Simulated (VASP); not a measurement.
# SnO (Pmn2_1) in VASP: a series of runs, part 2 of 2

VASP 6.6.1. Earlier steps stand in the parts before.

## (3) Single point, r2SCAN (strain +0.0050 x Voigt [0, 1, 0, 0, 0, 0])

Input file POSCAR:

```
SnO
1.0
    3.3550050000      0.0000000000      0.0000000000
    0.0000000000      5.7024745200      0.0000000000
    0.0000000000      0.0000000000      4.2219700000
Sn O
2 2
Direct
    0.0000000000      0.2319090000      0.5131440000
    0.5000000000      0.7680910000      0.0131440000
    0.0000000000      0.8912500000      0.7368570000
    0.5000000000      0.1087500000      0.2368570000
```

Input file INCAR.step1:

```
PREC     = Accurate       # precision mode
ENCUT    = 520            # plane-wave cutoff, eV
ISMEAR   = 0              # smearing method
SIGMA    = 0.05           # smearing width, eV
LREAL    = F              # projectors in reciprocal space
LASPH    = T              # aspherical terms in the spheres
NELM     = 60             # most SCF steps
NBANDS   = 28             # bands
GGA      = PE             # functional
ALGO     = Normal         # electronic algorithm
EDIFF    = 1E-4           # SCF threshold, eV
LWAVE    = T              # write WAVECAR
LCHARG   = F              # write CHGCAR
```

Input file INCAR.step2:

```
PREC     = Accurate       # precision mode
ENCUT    = 520            # plane-wave cutoff, eV
EDIFF    = 1E-7           # SCF threshold, eV
ISMEAR   = 0              # smearing method
SIGMA    = 0.05           # smearing width, eV
LREAL    = F              # projectors in reciprocal space
LASPH    = T              # aspherical terms in the spheres
NELM     = 60             # most SCF steps
ALGO     = Normal         # electronic algorithm
ISIF     = 2              # what is computed and relaxed
LWAVE    = F              # write WAVECAR
LCHARG   = F              # write CHGCAR
METAGGA  = R2SCAN         # meta-GGA
LMIXTAU  = T            
NBANDS   = 28             # bands
ISTART   = 1
```

Input file KPOINTS:

```
regular mesh
0
Gamma
  8 6 6
```

Potentials or basis: VASP PAW PBE potentials, release 64 (Sn_d, O).

Run with:

```console
cat potpaw_PBE.64/Sn_d/POTCAR potpaw_PBE.64/O/POTCAR > POTCAR
cp INCAR.step1 INCAR
mpirun -np 1 vasp_std > vasp.out
cp INCAR.step2 INCAR
mpirun -np 1 vasp_std > vasp.out
```

OUTCAR:

```text
PREC = Accurate
   ENCUT = 520
   EDIFF = 1E-7
   ISMEAR = 0
   LREAL = F
   LASPH = T
   NELM = 60
   ISIF = 2
   METAGGA = R2SCAN
   ISTART = 1

 ion  position               nearest neighbor table
   1  0.000  0.232  0.513-   3 2.16   4 2.16   4 2.16
   2  0.500  0.768  0.013-   4 2.16   3 2.16   3 2.16
   3  0.000  0.891  0.737-   1 2.16   2 2.16   2 2.16
   4  0.500  0.109  0.237-   2 2.16   1 2.16   1 2.16

  LATTYP: Found a simple orthorhombic cell.
 ALAT       =     3.3550050000
 B/A-ratio  =     1.2584094510
 C/A-ratio  =     1.6996918097

  Lattice vectors:

 A1 = (  -3.3550050000,   0.0000000000,   0.0000000000)
 A2 = (   0.0000000000,   0.0000000000,   4.2219700000)
 A3 = (   0.0000000000,   5.7024745200,   0.0000000000)

Analysis of symmetry for initial positions (statically):
=====================================================================
 Subroutine PRICEL returns:
 Original cell was already a primitive cell.

 Routine SETGRP: Setting up the symmetry group for a
 simple orthorhombic supercell.

 Subroutine GETGRP returns: Found  4 space group operations
 (whereof  2 operations were pure point group operations)
 out of a pool of  8 trial point group operations.

The static configuration has the point symmetry C_1h.
 The point group associated with its full space group is C_2v.

Analysis of symmetry for dynamics (positions and initial velocities):
=====================================================================
 Subroutine PRICEL returns:
 Original cell was already a primitive cell.

 Routine SETGRP: Setting up the symmetry group for a
 simple orthorhombic supercell.

 Subroutine GETGRP returns: Found  4 space group operations
 (whereof  2 operations were pure point group operations)
 out of a pool of  8 trial point group operations.

The dynamic configuration has the point symmetry C_1h.
 The point group associated with its full space group is C_2v.

 Subroutine INISYM returns: Found  4 space group operations
 (whereof  2 operations are pure point group operations),
 and found     1 'primitive' translations

----------------------------------------------------------------------------------------

                                     Primitive cell

  volume of cell :      80.7740

  direct lattice vectors                    reciprocal lattice vectors
     3.355005000  0.000000000  0.000000000     0.298062149  0.000000000  0.000000000
     0.000000000  5.702474520  0.000000000     0.000000000  0.175362467  0.000000000
     0.000000000  0.000000000  4.221970000     0.000000000  0.000000000  0.236856254

  length of vectors
     3.355005000  5.702474520  4.221970000     0.298062149  0.175362467  0.236856254

  position of ions in fractional coordinates (direct lattice)
     0.000000000  0.231909000  0.513144000
     0.500000000  0.768091000  0.013144000
     0.000000000  0.891250000  0.736857000
     0.500000000  0.108750000  0.236857000

  ion indices of the primitive-cell ions
   primitive index   ion index
                 1           1
                 2           2
                 3           3
                 4           4

[... 25 lines left out ...]

 Following reciprocal coordinates:
            Coordinates               Weight
  0.000000  0.000000  0.000000      1.000000
  0.125000  0.000000  0.000000      2.000000
  0.250000  0.000000  0.000000      2.000000
  0.375000  0.000000  0.000000      2.000000
  0.500000  0.000000  0.000000      1.000000
  0.000000  0.166667  0.000000      2.000000
[... 16 lines left out ...]
  0.250000  0.000000  0.166667      4.000000
  0.375000  0.000000  0.166667      4.000000
 [... further k-points ...]
   k-points           NKPTS =     80   k-points in BZ     NKDIM =     80   number of bands    NBANDS=     28
   number of dos      NEDOS =    301   number of ions     NIONS =      4
   total plane-waves  NPLWV =  37632
   dimension x,y,z NGX =    28 NGY =   42 NGZ =   32
   dimension x,y,z NGXF=    56 NGYF=   84 NGZF=   64
   ions per type =               2   2
   NGX,Y,Z   is equivalent  to a cutoff of  13.87, 12.24, 12.60 a.u.
   NGXF,Y,Z  is equivalent  to a cutoff of  27.75, 24.49, 25.20 a.u.
 SYSTEM =  unknown system
   PREC   = accura    normal or accurate (medium, high low for compatibility)
   ISTART =      1    job   : 0-new  1-cont  2-samecut
   ICHARG =      0    charge: 1-file 2-atom 10-const
   ISPIN  =      1    spin polarized calculation?
   LNONCOLLINEAR =      F non collinear calculations
   LSORBIT =      F    spin-orbit coupling
   LASPH  =      T    aspherical Exc in radial PAW
   ENCUT  =  520.0 eV  38.22 Ry    6.18 a.u.   6.24 10.60  7.85*2*pi/ulx,y,z
   NELM   =     60;   NELMIN=  2; NELMDL=  0     # of ELM steps
   EDIFF  = 0.1E-06   stopping-criterion for ELM
   LREAL  =      F    real-space projection
   EDIFFG = 0.1E-05   stopping-criterion for IOM
   NSW    =      0    number of steps for IOM
   IBRION =     -1    ionic relax: 0-MD 1-quasi-New 2-CG
   NFREE  =      0    steps in history (QN), initial steepest desc. (CG)
   ISIF   =      2    stress and relaxation
   ISYM   =      2    0-nonsym 1-usesym 2-fastsym
   POTIM  = 0.5000    time-step for ionic-motion
   TEBEG  =    0.0;   TEEND  =   0.0 temperature during run
   PSTRESS=    0.0 pullay stress
   NELECT =      40.0000    total number of electrons
   NUPDOWN=      -1.0000    fix difference up-down
   EMIN   =  10.00;   EMAX   =-10.00  energy-range for DOS
   EFERMI =   0.00;   METHOD = LEGACY
   ISMEAR =     0;   SIGMA  =   0.05  broadening in eV -4-tet -1-fermi 0-gaus
   EFERMI_NEDOS =   21; number of points for ismear=-14 and -15
   IALGO  =     38    algorithm
   IMIX   =      4    mixing-type and parameters
     AMIX     =   0.40;   BMIX     =  1.00
     AMIX_MAG =   1.60;   BMIX_MAG =  1.00
  volume/ion in A,a.u.               =      20.19       136.27
  Fermi-wavevector in a.u.,A,eV,Ry     =   1.295202  2.447577 22.824440  1.677549
  Thomas-Fermi vector in A             =   2.426737
   LORBIT       =      0    0 simple, 1 ext, 2 COOP (PROOUT), +10 PAW based schemes
   METAGGA = R2SCAN    functional components
   LHFCALC =     F    Hartree Fock is set to
   AEXX    =    0.0000 exact exchange contribution
   IVDW    =     0    specifies the selected vdW correction
   LEPSILON=     F    determine dielectric tensor
   LRPA    =     F    only Hartree local field effects (RPA)
 non-spin polarized calculation
 Gauss-broadening in eV      SIGMA  =   0.05
  energy-cutoff  :      520.00
  volume of cell :       80.77
 maximum number of plane-waves:      2196
 NGX is ok and might be reduce to    28
   NGX = 13   NGY = 21   NGZ = 15

 number of electron      39.9999997 magnetization

 Free energy of the ion-electron system (eV)
  ---------------------------------------------------
  ext. energy  EPLUGINS =         0.00000000
  ---------------------------------------------------
  free energy    TOTEN  =       -66.55276178 eV

  energy without entropy =      -66.55276178  energy(sigma->0) =      -66.55276178

 E-fermi :   4.7870     XC(G=0): -10.1098

 val. band max:        4.5576112259   @ k =   0.0000   0.0000   0.0000
 cond. band min:       6.2783471057   @ k =   0.3750   0.5000   0.0000
 fundamental gap:      1.7207358797
 Fermi energy:         4.7870085690

 k-point     1 :       0.0000    0.0000    0.0000
  band No.  band energies     occupation
      1     -17.3466      2.00000
      2     -16.9430      2.00000
      3     -16.8324      2.00000
      4     -16.8229      2.00000
      5     -16.7951      2.00000
      6     -16.7506      2.00000
[... 733 lines left out ...]
     27      14.2534      0.00000
     28      15.3267      0.00000

 [... further k-points ...]

------------------------ aborting loop because EDIFF is reached ----------------------------------------

  FORCE on cell =-STRESS in cart. coord.  units (eV):
  Direction    XX          YY          ZZ          XY          YZ          ZX
  --------------------------------------------------------------------------------------
  -------------------------------------------------------------------------------------
  Total       -1.8710590     -1.3669435     -1.3322562      0.0000000      0.0000000      0.0000000
  in kB      -37.1130294    -27.1137433    -26.4257105      0.0000000      0.0000000      0.0000000
  external PRESSURE =     -30.2174944 kB  Pullay stress =       0.0000000 kB

 VOLUME and BASIS-vectors are now :
 -----------------------------------------------------------------------------
  energy-cutoff  :      520.00
  volume of cell :       80.77
      direct lattice vectors                 reciprocal lattice vectors
     3.355005000  0.000000000  0.000000000     0.298062149  0.000000000  0.000000000
     0.000000000  5.702474520  0.000000000     0.000000000  0.175362467  0.000000000
     0.000000000  0.000000000  4.221970000     0.000000000  0.000000000  0.236856254

 POSITION                                       TOTAL-FORCE (eV/Angst)
 -----------------------------------------------------------------------------------
      0.00000      1.32246      2.16648         0.000000     -0.580838     -0.159216
      1.67750      4.38002      0.05549         0.000000      0.580838     -0.159216
      0.00000      5.08233      3.11099         0.000000      0.210079      0.159216
      1.67750      0.62014      1.00000         0.000000     -0.210079      0.159216
 -----------------------------------------------------------------------------------
    total drift:                               -0.000000      0.000000     -0.005263

  FREE ENERGIE OF THE ION-ELECTRON SYSTEM (eV)
  ---------------------------------------------------
  free  energy   TOTEN  =       -66.5527617761 eV

  energy  without entropy=      -66.5527617761  energy(sigma->0) =      -66.55276178
```

Wall time 8 min (1 thread of Intel Xeon Platinum 8259CL at 2.50GHz (Skylake/Cascade Lake), shared host); peak memory 0.3 GiB.

Results:

* Free energy: -66.5528 eV
* Pressure: -3.0 GPa
* Largest force: 0.602 eV/Å
* Band gap on the k mesh: 1.72 eV (least direct gap 2.36 eV)

Forces on the atoms (eV/Å):
```
Sn   0.000 -0.581 -0.159
Sn   0.000  0.581 -0.159
O    0.000  0.210  0.159
O    0.000 -0.210  0.159
```

Caveat: the cell differs from its parent crystal (strain +0.0050 x Voigt [0, 1, 0, 0, 0, 0]); the cell stands under tension; the PAW data sets were made with another functional, which shifts forces and pressure a little; spin-orbit coupling is left out, which moves the levels of the heavy elements. A k mesh can miss the band edges.

## (4) Single point, r2SCAN (strain +0.0100 x Voigt [0, 1, 0, 0, 0, 0])

Changes to POSCAR since step 3:

```diff
@@ -3,3 +3,3 @@
     3.3550050000      0.0000000000      0.0000000000
-    0.0000000000      5.7024745200      0.0000000000
+    0.0000000000      5.7308450400      0.0000000000
     0.0000000000      0.0000000000      4.2219700000
```

Input file INCAR.step1:

```
SYSTEM = SnO
ALGO     = Normal         ! electronic algorithm
EDIFF    = 1E-4           ! SCF threshold, eV
ENCUT    = 520            ! plane-wave cutoff, eV
GGA      = PE             ! functional
ISMEAR   = 0              ! smearing method
LASPH    = .TRUE.         ! aspherical terms in the spheres
LCHARG   = .FALSE.        ! write CHGCAR
LREAL    = .FALSE.        ! projectors in reciprocal space
LWAVE    = .TRUE.         ! write WAVECAR
NBANDS   = 28             ! bands
NELM     = 100            ! most SCF steps
PREC     = Accurate       ! precision mode
SIGMA    = 0.05           ! smearing width, eV
```

Input file INCAR.step2:

```
SYSTEM = SnO
ALGO     = Normal         ! electronic algorithm
EDIFF    = 1E-6           ! SCF threshold, eV
ENCUT    = 520            ! plane-wave cutoff, eV
ISIF     = 2              ! what is computed and relaxed
ISMEAR   = 0              ! smearing method
ISTART   = 1            
LASPH    = .TRUE.         ! aspherical terms in the spheres
LCHARG   = .FALSE.        ! write CHGCAR
LMIXTAU  = .TRUE.       
LREAL    = .FALSE.        ! projectors in reciprocal space
LWAVE    = .FALSE.        ! write WAVECAR
METAGGA  = R2SCAN         ! meta-GGA
NBANDS   = 28             ! bands
NELM     = 100            ! most SCF steps
PREC     = Accurate       ! precision mode
SIGMA    = 0.05           ! smearing width, eV
```

Input file KPOINTS:

```
k-points
0
G
  8 6 6
  0 0 0
```

Run with:

```console
cat potpaw_PBE.64/Sn_d/POTCAR potpaw_PBE.64/O/POTCAR > POTCAR
cp INCAR.step1 INCAR
mpirun -np 1 vasp_std > vasp.out
cp INCAR.step2 INCAR
mpirun -np 1 vasp_std > vasp.out
```

It took 7.7 min on 1 thread of Intel Xeon Platinum 8259CL at 2.50GHz (Skylake/Cascade Lake), shared host; peak memory 0.31 GiB.

The run converged. Its results:

```
Free energy            : -66.5455 eV
Pressure               : -3.4 GPa
Largest force          : 0.695 eV/Å
Band gap on the k mesh : 1.74 eV (least direct gap 2.39 eV)
```

Forces on the atoms (eV/Å):
```
Sn   0.000 -0.675 -0.165
Sn   0.000  0.675 -0.165
O    0.000  0.226  0.165
O    0.000 -0.226  0.165
```

Stress tensor (GPa, compression positive):
```
-3.92  0.00  0.00
 0.00 -3.35  0.00
 0.00  0.00 -2.91
```

Levels at points of the mesh, in eV from the valence-band top:
```csv
k point,band 17,band 18,band 19,band 20,band 21,band 22,band 23,band 24
"(0.00, 0.00, 0.00)",-3.56,-2.71,-2.12,0.00,3.09,3.58,6.32,6.42
"(0.50, 0.00, 0.00)",-2.66,-2.66,-1.23,-1.23,2.92,2.92,5.94,5.94
"(0.00, 0.50, 0.00)",-3.85,-2.73,-1.65,-1.41,3.72,4.33,5.27,5.62
"(0.50, 0.50, 0.00)",-2.72,-2.72,-0.88,-0.88,2.21,2.21,6.69,6.69
"(0.00, 0.00, 0.50)",-3.26,-3.26,-1.69,-1.69,3.07,3.07,5.66,5.66
"(0.50, 0.00, 0.50)",-3.20,-3.20,-1.06,-1.06,2.43,2.43,5.02,5.02
"(0.00, 0.50, 0.50)",-2.94,-2.94,-1.52,-1.52,2.24,2.24,6.48,6.48
"(0.50, 0.50, 0.50)",-3.46,-3.46,-0.45,-0.45,2.76,2.76,4.54,4.54
```

Caveat: the cell differs from its parent crystal (strain +0.0100 x Voigt [0, 1, 0, 0, 0, 0]); the cell stands under tension; the PAW data sets were made with another functional, which shifts forces and pressure a little; spin-orbit coupling is left out, which moves the levels of the heavy elements.

## (5) The runs side by side

| cell | gap on the mesh (eV) | pressure (GPa) | largest force (eV/Å) |
| --- | --- | --- | --- |
| a = 3.355, b = 5.646, c = 4.222 Å, 4 atoms | 1.68 | -2.2 | 0.42 |
| a = 3.355, b = 5.702, c = 4.222 Å, 4 atoms | 1.72 | -3.0 | 0.60 |
| a = 3.355, b = 5.731, c = 4.222 Å, 4 atoms | 1.74 | -3.4 | 0.70 |

Alike in all rows: task single point; level r2SCAN; potentials or basis VASP PAW PBE potentials, release 64 (Sn_d, O); no spin polarisation; k mesh 8 × 6 × 6; cutoff (eV) 520; smearing gaussian 0.05 eV.

Caveats: the PAW data sets were made with another functional, which shifts forces and pressure a little; spin-orbit coupling is left out, which moves the levels of the heavy elements; the cell stands under tension (at least some runs).

Absolute energies hang on the potentials; compare differences alone.
